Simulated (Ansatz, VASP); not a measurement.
Two plane-wave programs on SnTe

The input INCAR:

```
SYSTEM = SnTe
PREC = Accurate
ENCUT = 520
EDIFF = 1E-6
ISMEAR = -1
SIGMA = 0.05
LREAL = .False.
LASPH = .True.
NELM = 100
ALGO = Normal
ISIF = 2
LWAVE = .False.
LCHARG = .True.
GGA = PE
LELF = .True.
LVHAR = .True.
NBANDS = 17
```

Contents of KPOINTS:

```
regular mesh
0
Gamma
  6 6 6
  0 0 0
```

File POSCAR:

```
SnTe
1.0
   -0.0315085000      3.1508500000      3.1508500000
    3.1508500000     -0.0315085000      3.1508500000
    3.1193415000      3.1193415000      0.0000000000
Te Sn
1 1
Direct
    0.5000000000      0.5000000000      0.5000000000
    0.0000000000      0.0000000000      0.0000000000
```

File input.yaml:

```yaml
crystal:
  lattice:
    - [-0.0315085, 3.15085, 3.15085]
    - [3.15085, -0.0315085, 3.15085]
    - [3.1193415, 3.1193415, 0.0]
  atoms:
    - { symbol: Te, position: [0.5, 0.5, 0.5] }
    - { symbol: Sn, position: [0.0, 0.0, 0.0] }
hamiltonian:
  xc: pbe
  pseudopotentials: { kind: paw }
kpoints:
  mp_grid: { grid: [6, 6, 6] }
  band_path:
    path:
      - [[0.0, 0.0, 0.0], [-0.3725125, -0.3725125, -0.745025], [-0.495, -0.250025, -0.745025], [-0.5, 0.0, -0.5], [-0.25, 0.25, -0.5], [0.0, 0.0, -0.5], [0.3725125, 0.3725125, -0.254975], [0.5, 0.5, 0.0], [0.0, 0.0, 0.0], [-0.3775125, 0.3775125, 0.0], [0.0, 0.5, 0.0], [-0.25, 0.25, -0.5]]
      - [[-0.505, 0.250025, -0.254975], [-0.3775125, 0.3775125, 0.0]]
      - [[0.3775125, 0.6224875, 0.0], [0.5, 0.5, 0.0]]
    npoints: 14
scf:
  occupations: { method: fermi_dirac, width: 0.05 }
  n_extra_bands: 6
output:
  forces: true
  stress: true
  eigenvalues: true
  fatbands: false
  write_density: true
  write_potential: true
  elf: true
  volumetric_format: npy
```

Alike in both runs: functional PBE; k mesh 6 × 6 × 6; occupations fermi-dirac, width 0.05 eV; no spin polarisation.

|  | VASP | Ansatz |
| --- | --- | --- |
| version | VASP 6.6.1 | Ansatz 0.2.0 |
| potentials or method | VASP PAW PBE potentials, release 64 (Te, Sn_d) | Ansatz PAW |
| plane-wave cutoff (eV) | 520 | 420 |
| valence electrons in the cell | 20 | 30 |
| task | single point | band structure |

```csv
,VASP,Ansatz,Ansatz less VASP
gap on the k mesh at the Fermi level (eV),none,none,-
pressure (GPa),2.2,2.3,+0.05
"traceless stress, the component that is largest in VASP (GPa)",0.16,0.16,+0.001
```

A gap of «none» marks a metal or a gap that the smearing closes. With one functional, cell and mesh, what is left measures potentials, basis and numerics. VASP's potentials hold 20 valence electrons a cell and Ansatz's 30, so a difference there can come from the potentials and not from the codes.

Neither program's run includes spin-orbit coupling.
